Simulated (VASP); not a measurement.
# K2S (Fm-3m) in VASP: notebook

K2S is run at these levels: r2SCAN; tasks: single point.

Everything below comes from runs of VASP 6.6.1. Logs are shortened: lines on timing, memory, paths and dates and some standing lists are left out, and cuts for length are marked.

**1. The cell of the first run**

The structure is cubic, space group Fm-3m (No. 225). Conventional cell: a = 7.479 Å, b = 7.479 Å, c = 7.479 Å, α = 90.00°, β = 90.00°, γ = 90.00°. Within 4.3 Å of S (site symmetry m-3m) lie 8 K at 3.24 Å. Within 4.3 Å of K (site symmetry -43m) lie 4 S at 3.24 Å and 6 K at 3.74 Å.

**2. Single point, r2SCAN (volume changed by +3%)**

Contents of POSCAR:

```
K2S
1.0
    0.0000000000      3.7394201889      3.7394201889
    3.7394201889      0.0000000000      3.7394201889
    3.7394201889      3.7394201889      0.0000000000
S K
1 2
Direct
    0.0000000000      0.0000000000      0.0000000000
    0.2500000000      0.2500000000      0.2500000000
    0.7500000000      0.7500000000      0.7500000000
```

Contents of INCAR.step1:

```
SYSTEM = K2S
ALGO = Normal ; EDIFF = 1E-5
ENCUT = 550 ; GGA = PE
GGA_COMPAT = .FALSE. ; ISMEAR = 0
LASPH = .TRUE. ; LCHARG = .FALSE.
LREAL = .FALSE. ; LWAVE = .TRUE.
NBANDS = 19 ; NELM = 120
PREC = Accurate ; SIGMA = 0.01
```

Contents of INCAR.step2:

```
SYSTEM = K2S
ALGO = Normal ; EDIFF = 1E-6
ENCUT = 550 ; GGA_COMPAT = .FALSE.
ISIF = 2 ; ISMEAR = 0
ISTART = 1 ; LASPH = .TRUE.
LCHARG = .FALSE. ; LMIXTAU = .TRUE.
LREAL = .FALSE. ; LWAVE = .FALSE.
METAGGA = R2SCAN ; NBANDS = 19
NELM = 120 ; PREC = Accurate
SIGMA = 0.01
```

Contents of KPOINTS:

```
k-points
0
G
  6 6 6
  0 0 0
```

Potentials or basis: VASP PAW PBE potentials, release 64 (S, K_sv).

Launch:

```sh
cat potpaw_PBE.64/S/POTCAR potpaw_PBE.64/K_sv/POTCAR > POTCAR
cp INCAR.step1 INCAR
mpirun -np 1 vasp_std > vasp.out
cp INCAR.step2 INCAR
mpirun -np 1 vasp_std > vasp.out
```

OUTCAR:

```text
SYSTEM = K2S
   EDIFF = 1E-6
   ENCUT = 550
   ISIF = 2
   ISMEAR = 0
   ISTART = 1
   LASPH = .TRUE.
   LREAL = .FALSE.
   METAGGA = R2SCAN
   NELM = 120
   PREC = Accurate

 ion  position               nearest neighbor table
   1  0.000  0.000  0.000-   3 3.24   3 3.24   3 3.24   2 3.24   3 3.24   2 3.24   2 3.24   2 3.24

   2  0.250  0.250  0.250-   1 3.24   1 3.24   1 3.24   1 3.24   3 3.74   3 3.74   3 3.74   3 3.74
                             3 3.74   3 3.74
   3  0.750  0.750  0.750-   1 3.24   1 3.24   1 3.24   1 3.24   2 3.74   2 3.74   2 3.74   2 3.74
                             2 3.74   2 3.74

  LATTYP: Found a face centered cubic cell.
 ALAT       =     7.4788403778

  Lattice vectors:

 A1 = (   0.0000000000,   3.7394201889,   3.7394201889)
 A2 = (   3.7394201889,   0.0000000000,   3.7394201889)
 A3 = (   3.7394201889,   3.7394201889,   0.0000000000)

Analysis of symmetry for initial positions (statically):
=====================================================================
 Subroutine PRICEL returns:
 Original cell was already a primitive cell.

 Routine SETGRP: Setting up the symmetry group for a
 face centered cubic supercell.

 Subroutine GETGRP returns: Found 48 space group operations
 (whereof 48 operations were pure point group operations)
 out of a pool of 48 trial point group operations.

The static configuration has the point symmetry O_h .

Analysis of symmetry for dynamics (positions and initial velocities):
=====================================================================
 Subroutine PRICEL returns:
 Original cell was already a primitive cell.

 Routine SETGRP: Setting up the symmetry group for a
 face centered cubic supercell.

 Subroutine GETGRP returns: Found 48 space group operations
 (whereof 48 operations were pure point group operations)
 out of a pool of 48 trial point group operations.

The dynamic configuration has the point symmetry O_h .

 Subroutine INISYM returns: Found 48 space group operations
 (whereof 48 operations are pure point group operations),
 and found     1 'primitive' translations

----------------------------------------------------------------------------------------

                                     Primitive cell

  volume of cell :     104.5786

  direct lattice vectors                    reciprocal lattice vectors
     0.000000000  3.739420189  3.739420189    -0.133710569  0.133710569  0.133710569
     3.739420189  0.000000000  3.739420189     0.133710569 -0.133710569  0.133710569
     3.739420189  3.739420189  0.000000000     0.133710569  0.133710569 -0.133710569

  length of vectors
     5.288338747  5.288338747  5.288338747     0.231593498  0.231593498  0.231593498

  position of ions in fractional coordinates (direct lattice)
     0.000000000  0.000000000  0.000000000
     0.250000000  0.250000000  0.250000000
     0.750000000  0.750000000  0.750000000

  ion indices of the primitive-cell ions
   primitive index   ion index
                 1           1
                 2           2
                 3           3

----------------------------------------------------------------------------------------

 KPOINTS: k-points

Automatic generation of k-mesh.
 Grid dimensions read from file:
 generate k-points for:    6    6    6

 Generating k-lattice:

  Cartesian coordinates                     Fractional coordinates (reciprocal lattice)
    -0.022285095  0.022285095  0.022285095     0.166666667  0.000000000  0.000000000
     0.022285095 -0.022285095  0.022285095     0.000000000  0.166666667  0.000000000
     0.022285095  0.022285095 -0.022285095     0.000000000  0.000000000  0.166666667

  Length of vectors
     0.038598916  0.038598916  0.038598916

  Shift w.r.t. Gamma in fractional coordinates (k-lattice)
     0.000000000  0.000000000  0.000000000

 Subroutine IBZKPT returns following result:
 ===========================================

 Found     16 irreducible k-points:

 Following reciprocal coordinates:
            Coordinates               Weight
  0.000000  0.000000  0.000000      1.000000
  0.166667  0.000000  0.000000      8.000000
  0.333333  0.000000  0.000000      8.000000
  0.500000  0.000000  0.000000      4.000000
  0.166667  0.166667  0.000000      6.000000
  0.333333  0.166667  0.000000     24.000000
[... 8 lines left out ...]
 -0.333333  0.333333  0.166667     24.000000
 -0.333333  0.500000  0.166667     12.000000
   k-points           NKPTS =     16   k-points in BZ     NKDIM =     16   number of bands    NBANDS=     19
   number of dos      NEDOS =    301   number of ions     NIONS =      3
   total plane-waves  NPLWV =  64000
   dimension x,y,z NGX =    40 NGY =   40 NGZ =   40
   dimension x,y,z NGXF=    80 NGYF=   80 NGZF=   80
   ions per type =               1   2
   NGX,Y,Z   is equivalent  to a cutoff of  12.57, 12.57, 12.57 a.u.
   NGXF,Y,Z  is equivalent  to a cutoff of  25.15, 25.15, 25.15 a.u.
 SYSTEM =  K2S
   PREC   = accura    normal or accurate (medium, high low for compatibility)
   ISTART =      1    job   : 0-new  1-cont  2-samecut
   ICHARG =      0    charge: 1-file 2-atom 10-const
   ISPIN  =      1    spin polarized calculation?
   LNONCOLLINEAR =      F non collinear calculations
   LSORBIT =      F    spin-orbit coupling
   LASPH  =      T    aspherical Exc in radial PAW
   ENCUT  =  550.0 eV  40.42 Ry    6.36 a.u.  10.11 10.11 10.11*2*pi/ulx,y,z
   NELM   =    120;   NELMIN=  2; NELMDL=  0     # of ELM steps
   EDIFF  = 0.1E-05   stopping-criterion for ELM
   LREAL  =      F    real-space projection
   EDIFFG = 0.1E-04   stopping-criterion for IOM
   NSW    =      0    number of steps for IOM
   IBRION =     -1    ionic relax: 0-MD 1-quasi-New 2-CG
   NFREE  =      0    steps in history (QN), initial steepest desc. (CG)
   ISIF   =      2    stress and relaxation
   ISYM   =      2    0-nonsym 1-usesym 2-fastsym
   POTIM  = 0.5000    time-step for ionic-motion
   TEBEG  =    0.0;   TEEND  =   0.0 temperature during run
   PSTRESS=    0.0 pullay stress
   NELECT =      24.0000    total number of electrons
   NUPDOWN=      -1.0000    fix difference up-down
   EMIN   =  10.00;   EMAX   =-10.00  energy-range for DOS
   EFERMI =   0.00;   METHOD = LEGACY
   ISMEAR =     0;   SIGMA  =   0.01  broadening in eV -4-tet -1-fermi 0-gaus
   EFERMI_NEDOS =   21; number of points for ismear=-14 and -15
   IALGO  =     38    algorithm
   IMIX   =      4    mixing-type and parameters
     AMIX     =   0.40;   BMIX     =  1.00
     AMIX_MAG =   1.60;   BMIX_MAG =  1.00
  volume/ion in A,a.u.               =      34.86       235.24
  Fermi-wavevector in a.u.,A,eV,Ry     =   1.002300  1.894072 13.668479  1.004605
  Thomas-Fermi vector in A             =   2.134778
   LORBIT       =      0    0 simple, 1 ext, 2 COOP (PROOUT), +10 PAW based schemes
   METAGGA = R2SCAN    functional components
   LHFCALC =     F    Hartree Fock is set to
   AEXX    =    0.0000 exact exchange contribution
   IVDW    =     0    specifies the selected vdW correction
   LEPSILON=     F    determine dielectric tensor
   LRPA    =     F    only Hartree local field effects (RPA)
 non-spin polarized calculation
 Gauss-broadening in eV      SIGMA  =   0.01
  energy-cutoff  :      550.00
  volume of cell :      104.58
 maximum number of plane-waves:      3119
   NGX = 21   NGY = 21   NGZ = 21

 number of electron      24.0000001 magnetization

 Free energy of the ion-electron system (eV)
  ---------------------------------------------------
  ext. energy  EPLUGINS =         0.00000000
  ---------------------------------------------------
  free energy    TOTEN  =       -23.80921559 eV

  energy without entropy =      -23.80921559  energy(sigma->0) =      -23.80921559

 E-fermi :  -0.6101     XC(G=0):  -7.5926

 val. band max:       -0.7040577343   @ k =   0.5000   0.5000   0.0000
 cond. band min:       1.9806571698   @ k =   0.0000   0.0000   0.0000
 fundamental gap:      2.6847149041
 Fermi energy:        -0.6101200921

 k-point     1 :       0.0000    0.0000    0.0000
  band No.  band energies     occupation
      1     -31.2208      2.00000
      2     -31.1499      2.00000
      3     -14.0303      2.00000
      4     -14.0303      2.00000
      5     -14.0303      2.00000
      6     -13.8179      2.00000
[... 11 lines left out ...]
     18       7.1921      0.00000
     19       8.2302      0.00000

 k-point     2 :       0.1667    0.0000    0.0000
  band No.  band energies     occupation
      1     -31.2158      2.00000
      2     -31.1545      2.00000
      3     -14.0249      2.00000
      4     -14.0178      2.00000
      5     -14.0178      2.00000
      6     -13.8556      2.00000
[... 11 lines left out ...]
     18       7.3791      0.00000
     19       7.7439      0.00000

 k-point     3 :       0.3333    0.0000    0.0000
  band No.  band energies     occupation
      1     -31.2024      2.00000
      2     -31.1670      2.00000
      3     -14.0188      2.00000
      4     -13.9826      2.00000
      5     -13.9826      2.00000
      6     -13.9226      2.00000
[... 11 lines left out ...]
     18       7.5080      0.00000
     19       7.5080      0.00000

 k-point     4 :       0.5000    0.0000    0.0000
  band No.  band energies     occupation
      1     -31.1845      2.00000
      2     -31.1844      2.00000
      3     -14.0226      2.00000
      4     -13.9476      2.00000
      5     -13.9356      2.00000
      6     -13.9356      2.00000
[... 231 lines left out ...]
     18       7.3591      0.00000
     19       7.8659      0.00000

 k-point    15 :      -0.3333    0.3333    0.1667
  band No.  band energies     occupation
      1     -31.1842      2.00000
      2     -31.1842      2.00000
      3     -14.1624      2.00000
      4     -14.0850      2.00000
      5     -13.9406      2.00000
      6     -13.9383      2.00000
[... 11 lines left out ...]
     18       7.0922      0.00000
     19       7.8689      0.00000

 k-point    16 :      -0.3333    0.5000    0.1667
  band No.  band energies     occupation
      1     -31.1900      2.00000
      2     -31.1783      2.00000
      3     -14.1985      2.00000
      4     -14.1017      2.00000
      5     -14.0121      2.00000
      6     -13.8622      2.00000
[... 11 lines left out ...]
     18       7.2911      0.00000
     19       7.6294      0.00000

------------------------ aborting loop because EDIFF is reached ----------------------------------------

  FORCE on cell =-STRESS in cart. coord.  units (eV):
  Direction    XX          YY          ZZ          XY          YZ          ZX
  --------------------------------------------------------------------------------------
  -------------------------------------------------------------------------------------
  Total       -0.3580389     -0.3580389     -0.3580389      0.0000000      0.0000000      0.0000000
  in kB       -5.4852700     -5.4852700     -5.4852700      0.0000000      0.0000000      0.0000000
  external PRESSURE =      -5.4852700 kB  Pullay stress =       0.0000000 kB

 VOLUME and BASIS-vectors are now :
 -----------------------------------------------------------------------------
  energy-cutoff  :      550.00
  volume of cell :      104.58
      direct lattice vectors                 reciprocal lattice vectors
     0.000000000  3.739420189  3.739420189    -0.133710569  0.133710569  0.133710569
     3.739420189  0.000000000  3.739420189     0.133710569 -0.133710569  0.133710569
     3.739420189  3.739420189  0.000000000     0.133710569  0.133710569 -0.133710569

 POSITION                                       TOTAL-FORCE (eV/Angst)
 -----------------------------------------------------------------------------------
      0.00000      0.00000      0.00000        -0.000000     -0.000000     -0.000000
      1.86971      1.86971      1.86971        -0.000000     -0.000000     -0.000000
      5.60913      5.60913      5.60913         0.000000      0.000000      0.000000
 -----------------------------------------------------------------------------------
    total drift:                               -0.000000     -0.000000      0.000000

  FREE ENERGIE OF THE ION-ELECTRON SYSTEM (eV)
  ---------------------------------------------------
  free  energy   TOTEN  =       -23.8092155924 eV

  energy  without entropy=      -23.8092155924  energy(sigma->0) =      -23.80921559
```

It took 95 s on 1 thread of AMD EPYC 9R45 (Zen 5), shared host; peak memory 0.23 GiB.

Results:

- Free energy: -23.8092 eV
- Pressure: -0.5 GPa
- Band gap on the k mesh: 2.68 eV, indirect (least direct gap 2.85 eV)

Caveat: the PAW data sets were made with another functional, which shifts forces and pressure a little. A k mesh can miss the band edges.

**3. Single point, r2SCAN (volume changed by +6%)**

Contents of POSCAR:

```
K2S
1.0
    0.0000000000      3.7753783582      3.7753783582
    3.7753783582      0.0000000000      3.7753783582
    3.7753783582      3.7753783582      0.0000000000
S K
1 2
Direct
    0.0000000000      0.0000000000      0.0000000000
    0.2500000000      0.2500000000      0.2500000000
    0.7500000000      0.7500000000      0.7500000000
```

Contents of INCAR.step1:

```
PREC = Accurate
ENCUT = 550
ISMEAR = 0
SIGMA = 0.01
LREAL = False
LASPH = True
NELM = 120
NBANDS = 19
GGA = PE
ALGO = Normal
EDIFF = 1E-5
LWAVE = True
LCHARG = False
GGA_COMPAT = False
```

Contents of INCAR.step2:

```
PREC = Accurate
ENCUT = 550
EDIFF = 1E-6
ISMEAR = 0
SIGMA = 0.01
LREAL = False
LASPH = True
NELM = 120
ALGO = Normal
ISIF = 2
LWAVE = False
LCHARG = True
METAGGA = R2SCAN
LMIXTAU = True
LELF = True
LVHAR = True
NBANDS = 19
ISTART = 1
GGA_COMPAT = False
```

Contents of KPOINTS:

```
regular mesh
0
Gamma
  6 6 6
```

Potentials or basis: VASP PAW PBE potentials, release 64 (S, K_sv).

Launch:

```sh
cat potpaw_PBE.64/S/POTCAR potpaw_PBE.64/K_sv/POTCAR > POTCAR
cp INCAR.step1 INCAR
mpirun -np 1 vasp_std > vasp.out
cp INCAR.step2 INCAR
mpirun -np 1 vasp_std > vasp.out
```

It took 1.9 min on 1 thread of AMD EPYC 9R45 (Zen 5), shared host; peak memory 0.26 GiB.

The run converged. Its results:

| Item | Value |
| --- | --- |
| Free energy | -23.7948 eV |
| Pressure | -1.0 GPa |
| Band gap on the k mesh | 2.61 eV, indirect (least direct gap 2.76 eV) |

Levels at points of the mesh, in eV from the valence-band top:
| k point | band 9 | band 10 | band 11 | band 12 | band 13 | band 14 | band 15 | band 16 |
| --- | --- | --- | --- | --- | --- | --- | --- | --- |
| (0.00, 0.00, 0.00) | -10.00 | -0.14 | -0.14 | -0.14 | 2.61 | 5.93 | 5.93 | 7.80 |
| (0.50, 0.00, 0.00) | -9.84 | -0.57 | -0.04 | -0.04 | 4.84 | 5.34 | 6.16 | 6.16 |
| (0.50, 0.50, 0.00) | -9.80 | -0.65 | 0.00 | 0.00 | 3.68 | 5.78 | 6.88 | 7.13 |

Caveat: the PAW data sets were made with another functional, which shifts forces and pressure a little. A k mesh can miss the band edges.
